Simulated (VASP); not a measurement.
Runs of VASP 6.6.1 on Ni. It takes space group Im-3m (No. 229, cubic). Conventional cell: a = 2.767 Å, b = 2.767 Å, c = 2.767 Å, α = 90.00°, β = 90.00°, γ = 90.00°. Within 3.2 Å of Ni (site symmetry m-3m) lie 14 Ni at 2.40 to 2.77 Å. 

```tsv
spin	fixed moment (μB)	pressure (GPa)	moment (μB)
collinear, ferromagnetic start	1.1	2.7	1.10
collinear, ferromagnetic start	0.4	(a)	0.40
collinear, zero start	0.0	-5.5	0.00
collinear, ferromagnetic start	1.8	21.5	1.80
collinear, ferromagnetic start	0.7	(b)	0.70
```

Alike in all rows: task single point; level r2SCAN+D3(BJ); potentials or basis VASP PAW PBE potentials, release 64 (Ni); cell as given; k mesh 15 × 15 × 15; cutoff (eV) 520; smearing fermi-dirac 0.1 eV.

Q: Fill in the values left out.

A: (a) -4.2; (b) -2.5.

Caveats: the PAW data sets were made with another functional, which shifts forces and pressure a little; the total moment is fixed, so each spin has its own Fermi level.
